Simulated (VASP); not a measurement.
A run of VASP 6.6.1 is set up as follows.

The input INCAR:

```
  ALGO = Normal
  EDIFF = 1E-7
  ENCUT = 520
  GGA = PS
  ISIF = 2
  ISMEAR = -1
  LASPH = T
  LCHARG = F
  LREAL = F
  LWAVE = F
  NBANDS = 20
  NELM = 80
  PREC = Accurate
  SIGMA = 0.05
```

KPOINTS

```
k-points
0
Gamma
  7 7 7
```

File POSCAR:

```
CdF2
1.0
    0.0000000000      2.6940000000      2.6940000000
    2.6940000000      0.0000000000      2.6940000000
    2.6940000000      2.6940000000      0.0000000000
Cd F
1 2
Direct
    0.0000000000      0.0000000000      0.0000000000
    0.7500000000      0.7500000000      0.7500000000
    0.2500000000      0.2500000000      0.2500000000
```

Potentials or basis: VASP PAW PBE potentials, release 64 (Cd, F).

Run with:

```sh
$ cat potpaw_PBE.64/Cd/POTCAR potpaw_PBE.64/F/POTCAR > POTCAR
$ mpirun -np 1 vasp_std > vasp.out
```

Task: Estimate the pressure.

Result: 0.5 GPa.

Task: What does it give for the band gap on the k mesh?

Result: 2.96 eV, indirect (least direct gap 3.39 eV).

Caveat: the PAW data sets were made with another functional, which shifts forces and pressure a little. A k mesh can miss the band edges.
